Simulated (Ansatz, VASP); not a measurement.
**One calculation of Li2Ta, two programs**

INCAR

```
SYSTEM = Li2Ta
ALGO = Fast ; EDIFF = 1E-7
ENCUT = 520 ; GGA = PE
ISIF = 2 ; ISMEAR = 0
LASPH = .TRUE. ; LCHARG = .FALSE.
LREAL = .FALSE. ; LWAVE = .FALSE.
NBANDS = 26 ; NELM = 80
PREC = Accurate ; SIGMA = 0.1
```

Contents of KPOINTS:

```
k-points
0
G
  4 4 6
  0 0 0
```

POSCAR

```
Li2Ta
1.0
    5.1305777166      0.0000000000      0.0000000000
    0.0000000000      5.1305777166      0.0000000000
    0.0000000000      0.0000000000      3.3046102445
Li Ta
4 2
Direct
    0.3060000000      0.3060000000      0.0000000000
    0.1940000000      0.8060000000      0.5000000000
    0.6940000000      0.6940000000      0.0000000000
    0.8060000000      0.1940000000      0.5000000000
    0.0000000000      0.0000000000      0.0000000000
    0.5000000000      0.5000000000      0.5000000000
```

Input for Ansatz:

```yaml
crystal:
  lattice:
    - [5.1305777166, 0.0, 0.0]
    - [0.0, 5.1305777166, 0.0]
    - [0.0, 0.0, 3.3046102445]
  atoms:
    - { symbol: Li, position: [0.306, 0.306, 0.0] }
    - { symbol: Li, position: [0.194, 0.806, 0.5] }
    - { symbol: Li, position: [0.694, 0.694, 0.0] }
    - { symbol: Li, position: [0.806, 0.194, 0.5] }
    - { symbol: Ta, position: [0.0, 0.0, 0.0] }
    - { symbol: Ta, position: [0.5, 0.5, 0.5] }
basis:
  ecutwfc: 420
kpoints:
  mp_grid: { grid: [4, 4, 6] }
hamiltonian:
  xc: pbe
scf:
  occupations: { method: gaussian, width: 0.1 }
  lower_state_search: "off"
output:
  forces: true
  stress: true
  eigenvalues: true
```

Alike in both runs: task single point; functional PBE; k mesh 4 × 4 × 6; occupations gaussian, width 0.1 eV; no spin polarisation.

|  | VASP | Ansatz |
| --- | --- | --- |
| version | VASP 6.6.1 | Ansatz 0.2.0 |
| potentials or method | VASP PAW PBE potentials, release 64 (Li_sv, Ta_pv), cutoff 520 eV | scalar-relativistic, plane waves, PAW |
| valence electrons in the cell | 34 | 38 |

Ansatz gave:

```
gap on the k mesh at the Fermi level (eV) : none
rms of the force components (eV/Å)        : 0.661
```

Problem. What did VASP give for the same quantities?

Solution. gap on the k mesh at the Fermi level (eV): none; rms of the force components (eV/Å): 0.664.

Atom by atom the forces differ by 0.003 eV/Å (rms over components). A gap of «none» marks a metal or a gap that the smearing closes. VASP's potentials hold 34 valence electrons a cell and Ansatz's 38, so a difference there can come from the potentials and not from the codes.

Neither program's run includes spin-orbit coupling. Noted on VASP's run: the cutoff is short for stress, so the pressure is rough.
